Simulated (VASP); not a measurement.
Here is a VASP 6.6.1 calculation.

File INCAR:

```
SYSTEM = InSe
PREC = Accurate
ENCUT = 520
EDIFF = 1E-6
ISMEAR = 0
SIGMA = 0.05
LREAL = .FALSE.
LASPH = .TRUE.
NELM = 100
ALGO = Normal
ISIF = 2
LWAVE = .FALSE.
LCHARG = .FALSE.
LDIPOL = .TRUE.
IDIPOL = 3
DIPOL = 0.5 0.5 0.412
GGA = PE
IVDW = 12
NBANDS = 48
```

KPOINTS

```
regular mesh
0
G
  9 9 1
  0 0 0
```

The input POSCAR:

```
InSe
1.0
    4.0266103640      0.0000000000      0.0000000000
   -2.0133051820      3.4871468663      0.0000000000
    0.0000000000      0.0000000000     28.2707108021
Se In
4 4
Direct
    0.0000000000      0.0000000000      0.1591753399
    0.0000000000      0.0000000000      0.3496677346
    0.3333333333      0.6666666667      0.4738244997
    0.3333333333      0.6666666667      0.6643168944
    0.6666666667      0.3333333333      0.2049979895
    0.6666666667      0.3333333333      0.3038451603
   -0.3333333333      0.3333333333      0.5196471493
   -0.3333333333      0.3333333333      0.6184943201
```

Potentials or basis: VASP PAW PBE potentials, release 64 (Se, In_d).

The run is started by

```sh
$ cat potpaw_PBE.64/Se/POTCAR potpaw_PBE.64/In_d/POTCAR > POTCAR
$ mpirun -np 1 vasp_std > vasp.out
```

(1) What does it give for the band gap on the k mesh?

(2) What does it give for the dispersion energy per atom?

(3) Predict the largest force.

Results:

(1) 1.22 eV (least direct gap 1.26 eV).

(2) -0.250 eV.

(3) 0.080 eV/Å.

Caveat: the cell differs from its parent crystal (layers slid over each other); spin-orbit coupling is left out, which moves the levels of the heavy elements.
